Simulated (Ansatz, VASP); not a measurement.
**Two plane-wave programs on Pt**

INCAR

```
SYSTEM = Pt
ALGO     = Normal         ! electronic algorithm
EDIFF    = 1E-6           ! SCF threshold, eV
ENCUT    = 520            ! plane-wave cutoff, eV
GGA      = RE             ! functional
ISIF     = 2              ! what is computed and relaxed
ISMEAR   = -1             ! smearing method
LASPH    = .True.         ! aspherical terms in the spheres
LCHARG   = .True.         ! write CHGCAR
LELF     = .True.         ! ELF
LREAL    = .False.        ! projectors in reciprocal space
LVHAR    = .True.       
LWAVE    = .False.        ! write WAVECAR
NBANDS   = 17             ! bands
NELM     = 100            ! most SCF steps
PREC     = Accurate       ! precision mode
SIGMA    = 0.1            ! smearing width, eV
```

File KPOINTS:

```
k-points
0
Gamma
  14 14 10
  0 0 0
```

Contents of POSCAR:

```
Pt
1.0
   -2.2131842470      2.5796437889      1.3808629461
    2.5796437889     -2.2131842470      1.3808629461
    2.6693200333      2.6693200333     -0.7096916239
Pt
2
Direct
    0.0158658084      0.9841341916      0.0000000000
    0.7341341916      0.2658658084      0.5000000000
```

Input for Ansatz:

```yaml
crystal:
  lattice:
    - [-2.213184247, 2.5796437889, 1.3808629461]
    - [2.5796437889, -2.213184247, 1.3808629461]
    - [2.6693200333, 2.6693200333, -0.7096916239]
  atoms:
    - { symbol: Pt, position: [0.0158658084, 0.9841341916, 0.0] }
    - { symbol: Pt, position: [0.7341341916, 0.2658658084, 0.5] }
hamiltonian:
  xc: revpbe
  pseudopotentials:
    kind: paw
    azcp:
      Pt: "pseudopotentials/Pt.paw.azcp"
basis:
  ecutwfc: 420
  fft_grid_basis: typed
kpoints:
  mp_grid: { grid: [14, 14, 10], shift: [0, 0, 0] }
magnetization:
  spin_polarized: false
scf:
  occupations: { method: fermi_dirac, width: 0.1 }
  lower_state_search: "off"
output:
  stress: true
```

Alike in both runs: task single point; functional revPBE; k mesh 14 × 14 × 10; occupations fermi-dirac, width 0.1 eV; no spin polarisation.

```csv
,VASP,Ansatz
version,VASP 6.6.1,Ansatz 0.2.0
potentials or method,"VASP PAW PBE potentials, release 64 (Pt), cutoff 520 eV","plane waves (420 eV) with PAW, scalar-relativistic"
valence electrons in the cell,20,36
```

|  | VASP | Ansatz | Ansatz less VASP |
| --- | --- | --- | --- |
| pressure (GPa) | -13.3 | -13.0 | +0.35 |
| traceless stress, the component that is largest in VASP (GPa) | -1.10 | -1.08 | +0.019 |

VASP's potentials were made for PBE, not for revPBE. The functional is the same, so the differences come from potentials, cutoffs and numerics. VASP's potentials hold 20 valence electrons a cell and Ansatz's 36, so a difference there can come from the potentials and not from the codes.

Spin-orbit coupling is off throughout.
